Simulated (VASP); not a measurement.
**KTaO3: electric field gradients with LDA**

KTaO3:

```
CELL_PARAMETERS angstrom
4.06807 0.00000 0.00000
0.00000 4.06807 0.00000
0.00000 0.00000 3.98830
ATOMIC_POSITIONS crystal
K 0.50000 0.50000 0.50000
Ta 0.00000 0.00000 0.00000
O 0.50000 0.00000 0.00000
O 0.00000 0.50000 0.00000
O 0.00000 0.00000 0.50000
```

This cell differs from its parent crystal: equal xx and yy strain of +2 %.

```yaml
Program: VASP 6.6.1
Task: electric field gradients
Functional: LDA
Potentials_or_basis: VASP PAW LDA potentials, release 64 (K_sv, Ta_pv, O)
Cutoff: 520 eV
k_mesh: 5 × 5 × 5
Occupations: fermi-dirac, width 0.01 eV
Spin: no spin polarisation
Dipole_correction: no
Further_INCAR_settings: ALGO = Normal; EDIFF = 1e-08; NBANDS = 27
```

```yaml
Pressure: -11.4 GPa
Band_gap_on_the_k_mesh: 2.02 eV (least direct gap 2.54 eV)
Largest_electric_field_gradient_by_atom: K -1.8; Ta -105.2; O +24.5, +12.6 (each value once) V/Å²
```

Stress tensor (GPa, compression positive):
```
-13.59   0.00   0.00
  0.00 -13.59   0.00
  0.00   0.00  -7.15
```

Levels at points of the mesh, in eV from the valence-band top:
| k point | band 16 | band 17 | band 18 | band 19 | band 20 | band 21 | band 22 | band 23 |
| --- | --- | --- | --- | --- | --- | --- | --- | --- |
| (0.00, 0.00, 0.00) | -0.84 | -0.54 | -0.54 | -0.52 | 2.02 | 2.05 | 2.05 | 6.10 |

Electric field gradients, principal values (V/Å²):
| atom | least | middle | greatest (by size) |
| --- | --- | --- | --- |
| 1 K | 0.892 | 0.892 | -1.783 |
| 2 Ta | 52.616 | 52.616 | -105.231 |
| 3 O | -9.657 | -14.848 | 24.505 |
| 4 O | -9.657 | -14.848 | 24.505 |
| 5 O | -6.294 | -6.294 | 12.589 |

Wall time 48 s on 1 thread of Intel Xeon 8259CL, with other jobs on the host, peak memory 0.17 GiB.

Caveat: the cell differs from its parent crystal (equal xx and yy strain of +2 %); the cell stands under tension; without QUAD_EFG the Cq values of the log hold for a quadrupole moment of 1 mb, not for the nuclei; spin-orbit coupling is left out, which moves the levels of the heavy elements; an odd mesh through Γ misses points on the zone boundary, where band edges can lie.
